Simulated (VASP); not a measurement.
A run of VASP 6.6.1 is set up as follows.

INCAR

```
SYSTEM = Zr3Si2
PREC = Accurate
ENCUT = 520
EDIFF = 1E-7
ISMEAR = 0
SIGMA = 0.1
LREAL = .False.
LASPH = .True.
NELM = 80
ALGO = Fast
ISIF = 2
LWAVE = .False.
LCHARG = .True.
LELF = .True.
LVHAR = .True.
NBANDS = 55
```

File KPOINTS:

```
Automatic mesh
0
Gamma
  6 6 10
  0 0 0
```

POSCAR

```
Zr3Si2
1.0
    7.0195666679      0.0000000000      0.0000000000
    0.0000000000      7.0195666679      0.0000000000
    0.0000000000      0.0000000000      3.6156376383
Zr Si
6 4
Direct
    0.1748361311      0.6748361311      0.5000000000
    0.8251638689      0.3251638689      0.5000000000
    0.3251638689      0.1748361311      0.5000000000
    0.6748361311      0.8251638689      0.5000000000
    0.0000000000      0.0000000000      0.0000000000
    0.5000000000      0.5000000000      0.0000000000
    0.6222834055      0.1222834055      0.0000000000
    0.3777165945      0.8777165945      0.0000000000
    0.8777165945      0.6222834055      0.0000000000
    0.1222834055      0.3777165945      0.0000000000
```

Potentials or basis: VASP PAW LDA potentials, release 64 (Zr_sv, Si).

Launch:

```bash
$ cat potpaw_LDA.64/Zr_sv/POTCAR potpaw_LDA.64/Si/POTCAR > POTCAR
$ mpirun -np 1 vasp_std > vasp.out
```

**Question.** Predict the band gap on the k mesh.

**Answer.** Zero (bands 44 and 45 overlap by 1.14 eV).

**Question.** Predict the largest force.

**Answer.** 0.014 eV/Å.

**Question.** What does it give for the pressure?

**Answer.** 0.2 GPa.

Forces on the atoms (eV/Å):
```
Zr   0.000  0.000  0.000
Zr   0.000  0.000  0.000
Zr   0.000  0.000  0.000
Zr   0.000  0.000  0.000
Zr   0.000  0.000  0.000
Zr   0.000  0.000  0.000
Si  -0.010 -0.010  0.000
Si   0.010  0.010  0.000
Si   0.010 -0.010  0.000
Si  -0.010  0.010  0.000
```
